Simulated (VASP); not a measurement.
**EuH4: single point with PBE**

The system is EuH4.

```
CELL_PARAMETERS angstrom
4.38082 0.00000 0.00000
-2.19041 3.79390 0.00000
0.00000 0.00000 4.41928
ATOMIC_POSITIONS crystal
Eu 0.00000 0.00000 0.00000
H 0.50000 0.00000 0.00000
H 0.00000 0.50000 0.00000
H 0.50000 0.50000 0.00000
H 0.00000 0.00000 0.50000
```

The cell was built from a structure type or drawn by symmetry, and may not be a known phase.

```yaml
Program: VASP 6.6.1
Task: single point
Functional: PBE
Potentials_or_basis: VASP PAW PBE potentials, release 64 (Eu, H)
Cutoff: 520 eV
k_mesh: 6 × 6 × 4
Occupations: gaussian, width 0.1 eV
Spin: collinear spin, ferromagnetic start
Starting_moments: "[7.0, 0.0, 0.0, 0.0, 0.0] μB"
```

- Pressure: 0.0 GPa
- Net moment: -6.50 μB per cell
- Site moments: Eu -6.22; H -0.03, +0.05 (each value once) μB
- Valence electrons inside the program's atomic spheres: Eu 14.61; H 0.49, 0.54 (each value once)

Levels at points of the mesh, in eV from the Fermi level:
Spin up:
```
           k point  band 3  band 4  band 5  band 6  band 7  band 8  band 9  band 10  band 11  band 12
(0.00, 0.00, 0.00)  -17.03  -16.97   -5.01   -2.25   -0.74   -0.74    4.03     4.04     4.13     4.40
(0.50, 0.00, 0.00)  -17.10  -16.96   -2.90   -1.98   -1.95    0.94    4.21     4.23     4.32     4.33
(0.00, 0.00, 0.50)  -17.02  -17.02   -4.74   -0.78   -0.67   -0.67    3.76     4.04     4.05     4.39
(0.50, 0.00, 0.50)  -17.12  -17.10   -2.63   -1.75   -0.30    1.02    2.44     4.20     4.32     4.37
```
Spin down:
```tsv
k point	band 11	band 12	band 13	band 14	band 15	band 16	band 17	band 18
(0.00, 0.00, 0.00)	-0.35	-0.30	-0.30	-0.25	-0.19	5.55	5.55	7.05
(0.50, 0.00, 0.00)	-0.31	-0.29	-0.27	-0.17	1.59	3.92	5.14	5.18
(0.00, 0.00, 0.50)	-0.33	-0.31	-0.31	-0.25	0.09	4.64	4.64	5.34
(0.50, 0.00, 0.50)	-0.32	-0.29	-0.18	0.58	1.70	2.10	4.10	5.10
```

It took 7.5 min on 1 thread of AMD EPYC 9R45 96-Core Processor (Zen 5), with other jobs on the host, peak memory 0.25 GiB.

Caveat: spin-orbit coupling is left out, which moves the levels of the heavy elements; semilocal functionals describe open f shells poorly, which spoils levels, moments and volumes. The state reached can hang on the start; a lower one may exist.
